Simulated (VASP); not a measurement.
# SnTe (Fm-3m) in VASP: notebook

SnTe is run at these levels: PBE, PBEsol; tasks: electric field gradients.

Everything below comes from runs of VASP 6.6.1. Logs are shortened: lines on timing, memory, paths and dates and some standing lists are left out, and cuts for length are marked.

**1. The cell of the first run**

The structure is cubic, space group Fm-3m (No. 225). Conventional cell: a = 6.365 Å, b = 6.365 Å, c = 6.365 Å, α = 90.00°, β = 90.00°, γ = 90.00°. Within 4.2 Å of Sn (site symmetry m-3m) lie 6 Te at 3.18 Å. Within 4.2 Å of Te (site symmetry m-3m) lie 6 Sn at 3.18 Å.

**2. Electric field gradients, PBE (volume scaled by 1.025)**

File INCAR:

```
PREC = Accurate ; ENCUT = 520
EDIFF = 1E-8 ; ISMEAR = -1
SIGMA = 0.08 ; LREAL = F
LASPH = T ; NELM = 100
ALGO = Normal ; ISIF = 2
LWAVE = F ; LCHARG = F
GGA = PE ; LEFG = T
NBANDS = 17
```

File KPOINTS:

```
Automatic mesh
0
Gamma
  11 11 11
```

File POSCAR:

```
SnTe
1.0
    0.0000000000      3.1825879599      3.1825879599
    3.1825879599      0.0000000000      3.1825879599
    3.1825879599      3.1825879599      0.0000000000
Sn Te
1 1
Direct
    0.0000000000      0.0000000000      0.0000000000
    0.5000000000      0.5000000000      0.5000000000
```

Potentials or basis: VASP PAW PBE potentials, release 64 (Sn_d, Te).

On the command line:

```
$ cat potpaw_PBE.64/Sn_d/POTCAR potpaw_PBE.64/Te/POTCAR > POTCAR
$ mpirun -np 1 vasp_std > vasp.out
```

OUTCAR:

```text
PREC = Accurate
   ENCUT = 520
   EDIFF = 1E-8
   ISMEAR = -1
   LREAL = F
   LASPH = T
   NELM = 100
   ISIF = 2
   GGA = PE

 ion  position               nearest neighbor table
   1  0.000  0.000  0.000-   2 3.18   2 3.18   2 3.18   2 3.18   2 3.18   2 3.18
   2  0.500  0.500  0.500-   1 3.18   1 3.18   1 3.18   1 3.18   1 3.18   1 3.18

  LATTYP: Found a face centered cubic cell.
 ALAT       =     6.3651759198

  Lattice vectors:

 A1 = (   0.0000000000,   3.1825879599,   3.1825879599)
 A2 = (   3.1825879599,   0.0000000000,   3.1825879599)
 A3 = (   3.1825879599,   3.1825879599,   0.0000000000)

Analysis of symmetry for initial positions (statically):
=====================================================================
 Subroutine PRICEL returns:
 Original cell was already a primitive cell.

 Routine SETGRP: Setting up the symmetry group for a
 face centered cubic supercell.

 Subroutine GETGRP returns: Found 48 space group operations
 (whereof 48 operations were pure point group operations)
 out of a pool of 48 trial point group operations.

The static configuration has the point symmetry O_h .

Analysis of symmetry for dynamics (positions and initial velocities):
=====================================================================
 Subroutine PRICEL returns:
 Original cell was already a primitive cell.

 Routine SETGRP: Setting up the symmetry group for a
 face centered cubic supercell.

 Subroutine GETGRP returns: Found 48 space group operations
 (whereof 48 operations were pure point group operations)
 out of a pool of 48 trial point group operations.

The dynamic configuration has the point symmetry O_h .

 Subroutine INISYM returns: Found 48 space group operations
 (whereof 48 operations are pure point group operations),
 and found     1 'primitive' translations

----------------------------------------------------------------------------------------

                                     Primitive cell

  volume of cell :      64.4720

  direct lattice vectors                    reciprocal lattice vectors
     0.000000000  3.182587960  3.182587960    -0.157104849  0.157104849  0.157104849
     3.182587960  0.000000000  3.182587960     0.157104849 -0.157104849  0.157104849
     3.182587960  3.182587960  0.000000000     0.157104849  0.157104849 -0.157104849

  length of vectors
     4.500859056  4.500859056  4.500859056     0.272113580  0.272113580  0.272113580

  position of ions in fractional coordinates (direct lattice)
     0.000000000  0.000000000  0.000000000
     0.500000000  0.500000000  0.500000000

  ion indices of the primitive-cell ions
   primitive index   ion index
                 1           1
                 2           2

----------------------------------------------------------------------------------------

 KPOINTS: Automatic mesh

Automatic generation of k-mesh.
 Grid dimensions read from file:
 generate k-points for:   11   11   11

 Generating k-lattice:

  Cartesian coordinates                     Fractional coordinates (reciprocal lattice)
    -0.014282259  0.014282259  0.014282259     0.090909091  0.000000000  0.000000000
     0.014282259 -0.014282259  0.014282259     0.000000000  0.090909091  0.000000000
     0.014282259  0.014282259 -0.014282259     0.000000000  0.000000000  0.090909091

  Length of vectors
     0.024737598  0.024737598  0.024737598

  Shift w.r.t. Gamma in fractional coordinates (k-lattice)
     0.000000000  0.000000000  0.000000000

 Subroutine IBZKPT returns following result:
 ===========================================

 Found     56 irreducible k-points:

 Following reciprocal coordinates:
            Coordinates               Weight
  0.000000  0.000000  0.000000      1.000000
  0.090909  0.000000  0.000000      8.000000
  0.181818  0.000000  0.000000      8.000000
  0.272727  0.000000  0.000000      8.000000
  0.363636  0.000000  0.000000      8.000000
  0.454545  0.000000  0.000000      8.000000
[... 16 lines left out ...]
 -0.272727  0.181818  0.000000     24.000000
 -0.181818  0.181818  0.000000     12.000000
 [... further k-points ...]
   k-points           NKPTS =     56   k-points in BZ     NKDIM =     56   number of bands    NBANDS=     17
   number of dos      NEDOS =    301   number of ions     NIONS =      2
   total plane-waves  NPLWV =  46656
   dimension x,y,z NGX =    36 NGY =   36 NGZ =   36
   dimension x,y,z NGXF=    72 NGYF=   72 NGZF=   72
   ions per type =               1   1
   NGX,Y,Z   is equivalent  to a cutoff of  13.30, 13.30, 13.30 a.u.
   NGXF,Y,Z  is equivalent  to a cutoff of  26.59, 26.59, 26.59 a.u.
 SYSTEM =  unknown system
   PREC   = accura    normal or accurate (medium, high low for compatibility)
   ISTART =      0    job   : 0-new  1-cont  2-samecut
   ICHARG =      2    charge: 1-file 2-atom 10-const
   ISPIN  =      1    spin polarized calculation?
   LNONCOLLINEAR =      F non collinear calculations
   LSORBIT =      F    spin-orbit coupling
   LASPH  =      T    aspherical Exc in radial PAW
   ENCUT  =  520.0 eV  38.22 Ry    6.18 a.u.   8.37  8.37  8.37*2*pi/ulx,y,z
   NELM   =    100;   NELMIN=  2; NELMDL= -5     # of ELM steps
   EDIFF  = 0.1E-07   stopping-criterion for ELM
   LREAL  =      F    real-space projection
   EDIFFG = 0.1E-06   stopping-criterion for IOM
   NSW    =      0    number of steps for IOM
   IBRION =     -1    ionic relax: 0-MD 1-quasi-New 2-CG
   NFREE  =      0    steps in history (QN), initial steepest desc. (CG)
   ISIF   =      2    stress and relaxation
   ISYM   =      2    0-nonsym 1-usesym 2-fastsym
   POTIM  = 0.5000    time-step for ionic-motion
   TEBEG  =    0.0;   TEEND  =   0.0 temperature during run
   PSTRESS=    0.0 pullay stress
   NELECT =      20.0000    total number of electrons
   NUPDOWN=      -1.0000    fix difference up-down
   EMIN   =  10.00;   EMAX   =-10.00  energy-range for DOS
   EFERMI =   0.00;   METHOD = LEGACY
   ISMEAR =    -1;   SIGMA  =   0.08  broadening in eV -4-tet -1-fermi 0-gaus
   EFERMI_NEDOS =   21; number of points for ismear=-14 and -15
   IALGO  =     38    algorithm
   IMIX   =      4    mixing-type and parameters
     AMIX     =   0.40;   BMIX     =  1.00
     AMIX_MAG =   1.60;   BMIX_MAG =  1.00
  volume/ion in A,a.u.               =      32.24       217.54
  Fermi-wavevector in a.u.,A,eV,Ry     =   1.108225  2.094241 16.710152  1.228162
  Thomas-Fermi vector in A             =   2.244749
   LORBIT       =      0    0 simple, 1 ext, 2 COOP (PROOUT), +10 PAW based schemes
   GGA     = PE    functional components
   LHFCALC =     F    Hartree Fock is set to
   AEXX    =    0.0000 exact exchange contribution
   IVDW    =     0    specifies the selected vdW correction
   LEPSILON=     F    determine dielectric tensor
   LRPA    =     F    only Hartree local field effects (RPA)
 non-spin polarized calculation
  energy-cutoff  :      520.00
  volume of cell :       64.47
 maximum number of plane-waves:      1807
 NGX is ok and might be reduce to    36
   NGX = 17   NGY = 17   NGZ = 17

 number of electron      20.0000002 magnetization

 Free energy of the ion-electron system (eV)
  ---------------------------------------------------
  ext. energy  EPLUGINS =         0.00000000
  ---------------------------------------------------
  free energy    TOTEN  =        -7.56244947 eV

  energy without entropy =       -7.56106098  energy(sigma->0) =       -7.56175522

 E-fermi :   6.5988     XC(G=0):  -9.3592

 val. band max:        6.4249558557   @ k =   0.4545   0.0000   0.0000
 cond. band min:       6.8422174567   @ k =   0.4545   0.0000   0.0000
 fundamental gap:      0.4172616010
 Fermi energy:         6.5988120038

 k-point     1 :       0.0000    0.0000    0.0000
  band No.  band energies     occupation
      1     -15.3058      2.00000
      2     -15.3058      2.00000
      3     -15.3017      2.00000
      4     -15.3017      2.00000
      5     -15.3017      2.00000
      6      -5.9977      2.00000
[... 9 lines left out ...]
     16      11.3913      0.00000
     17      13.4194      0.00000

 k-point     2 :       0.0909    0.0000    0.0000
  band No.  band energies     occupation
      1     -15.3060      2.00000
      2     -15.3060      2.00000
      3     -15.3016      2.00000
      4     -15.3013      2.00000
      5     -15.3013      2.00000
      6      -5.9308      2.00000
[... 9 lines left out ...]
     16      11.5604      0.00000
     17      13.9440      0.00000
[... 421 lines left out ...]
 k-point    24 :      -0.1818    0.1818    0.0000
  band No.  band energies     occupation
      1     -15.3088      2.00000
      2     -15.3079      2.00000
      3     -15.3006      2.00000
      4     -15.2988      2.00000
      5     -15.2973      2.00000
      6      -5.3420      2.00000
[... 9 lines left out ...]
     16      14.4002      0.00000
     17      14.5356      0.00000

 [... further k-points ...]
[... 5 lines left out ...]
  --------------------------------------------------------------------------------------
  -------------------------------------------------------------------------------------
  Total        0.3441369      0.3441369      0.3441369     -0.0000000     -0.0000000      0.0000000
  in kB        8.5520560      8.5520560      8.5520560     -0.0000000     -0.0000000      0.0000000
  external PRESSURE =       8.5520560 kB  Pullay stress =       0.0000000 kB

 VOLUME and BASIS-vectors are now :
 -----------------------------------------------------------------------------
  energy-cutoff  :      520.00
  volume of cell :       64.47
      direct lattice vectors                 reciprocal lattice vectors
     0.000000000  3.182587960  3.182587960    -0.157104849  0.157104849  0.157104849
     3.182587960  0.000000000  3.182587960     0.157104849 -0.157104849  0.157104849
     3.182587960  3.182587960  0.000000000     0.157104849  0.157104849 -0.157104849

 POSITION                                       TOTAL-FORCE (eV/Angst)
 -----------------------------------------------------------------------------------
      0.00000      0.00000      0.00000         0.000000     -0.000000      0.000000
      3.18259      3.18259      3.18259        -0.000000      0.000000     -0.000000
 -----------------------------------------------------------------------------------
    total drift:                               -0.000000      0.000000      0.000000

  FREE ENERGIE OF THE ION-ELECTRON SYSTEM (eV)
  ---------------------------------------------------
  free  energy   TOTEN  =        -7.5624494702 eV

  energy  without entropy=       -7.5610609751  energy(sigma->0) =       -7.56175522

 Electric field gradients (V/A^2)
---------------------------------------------------------------------
 ion       V_xx      V_yy      V_zz      V_xy      V_xz      V_yz
---------------------------------------------------------------------
   1       0.000    -0.000     0.000    -0.002    -0.002    -0.002
   2       0.000     0.000     0.000    -0.000    -0.000    -0.000
---------------------------------------------------------------------

 Electric field gradients after diagonalization (V/A^2)
 (convention: |V_zz| > |V_xx| > |V_yy|)
----------------------------------------------------------------------
 ion       V_xx      V_yy      V_zz     asymmetry (V_yy - V_xx)/ V_zz
----------------------------------------------------------------------
   1       0.002     0.002    -0.004       0.000
   2       0.000     0.000    -0.000       0.000
----------------------------------------------------------------------

           NMR quadrupolar parameters

 Cq : quadrupolar parameter    Cq=e*Q*V_zz/h
 eta: asymmetry parameters     (V_yy - V_xx)/ V_zz
 Q  : nuclear electric quadrupole moment in mb (millibarn)
----------------------------------------------------------------------
 ion       Cq(MHz)       eta       Q (mb)
----------------------------------------------------------------------
   1      -0.000       0.000       1.000
   2      -0.000       0.000       1.000
----------------------------------------------------------------------
```

Run time: 26 s. Hardware: 1 thread of Intel Xeon 6975P-C (Granite Rapids), shared host; peak memory 0.23 GiB.

What came out:

| Property | Result |
| --- | --- |
| Free energy | -7.5624 eV |
| Pressure | 0.9 GPa |

Caveat: this odd mesh misses L, where the gap lies, so gap, dielectric constants and Born charges aren't listed; without QUAD_EFG the Cq values of the log hold for a quadrupole moment of 1 mb, not for the nuclei; spin-orbit coupling is left out, which moves the levels of the heavy elements.

[end of part 1 of 3]
